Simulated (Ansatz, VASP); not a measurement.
## One calculation of Ag2Pt, two programs

The input INCAR:

```
ALGO = Normal ; EDIFF = 1E-6
EDIFFG = -0.04 ; ENCUT = 600
GGA = PE ; IBRION = 2
ISIF = 3 ; ISMEAR = 0
LASPH = True ; LCHARG = False
LREAL = False ; LWAVE = False
NELM = 100 ; NSW = 90
PREC = Accurate ; SIGMA = 0.1
```

KPOINTS

```
k-points
0
Gamma
  4 4 4
```

Contents of POSCAR:

```
Ag2Pt
1.0
    0.0000000000      3.7978900189      3.7978900189
    3.7978900189      0.0000000000      3.7978900189
    3.7978900189      3.7978900189      0.0000000000
Ag Pt
4 2
Direct
    0.6250000000      0.6250000000      0.6250000000
    0.1250000000      0.6250000000      0.6250000000
    0.6250000000      0.6250000000      0.1250000000
    0.6250000000      0.1250000000      0.6250000000
    0.0000000000      0.0000000000      0.0000000000
    0.2500000000      0.2500000000      0.2500000000
```

Input for Ansatz:

```yaml
crystal:
  lattice:
    - [0.0, 3.7978900189, 3.7978900189]
    - [3.7978900189, 0.0, 3.7978900189]
    - [3.7978900189, 3.7978900189, 0.0]
  atoms:
    - { symbol: Ag, position: [0.625, 0.625, 0.625] }
    - { symbol: Ag, position: [0.125, 0.625, 0.625] }
    - { symbol: Ag, position: [0.625, 0.625, 0.125] }
    - { symbol: Ag, position: [0.625, 0.125, 0.625] }
    - { symbol: Pt, position: [0.0, 0.0, 0.0] }
    - { symbol: Pt, position: [0.25, 0.25, 0.25] }
basis:
  ecutwfc: 420
kpoints:
  mp_grid: { grid: [4, 4, 4] }
hamiltonian:
  xc: pbe
scf:
  occupations: { method: gaussian, width: 0.1 }
  lower_state_search: "off"
output:
  forces: true
  stress: true
  eigenvalues: true
relax:
  adjacent_minimum: "off"
  f_tol: 0.04
  max_steps: 70
  cell: { stress_tol: 0.4 }
```

Alike in both runs: task relaxation of cell and atoms; functional PBE; k mesh 4 × 4 × 4; occupations gaussian, width 0.1 eV; no spin polarisation.

```csv
,VASP,Ansatz
version,VASP 6.6.1,Ansatz 0.2.0
potentials or method,"VASP PAW PBE potentials, release 64 (Ag, Pt), cutoff 600 eV","scalar-relativistic, plane waves, PAW"
valence electrons in the cell,64,112
```

```tsv
	VASP	Ansatz	Ansatz less VASP
gap on the k mesh at the Fermi level, each at its own relaxed structure (eV)	none	none	-
relaxed volume (Å³/atom)	17.51	17.58	+0.069
relaxed length of the cell vector where the two differ most in proportion (Å)	5.296	5.303	+0.0069
```

A gap of «none» marks a metal or a gap that the smearing closes. VASP's potentials hold 64 valence electrons a cell and Ansatz's 112, so a difference there can come from the potentials and not from the codes.

Neither program's run includes spin-orbit coupling.
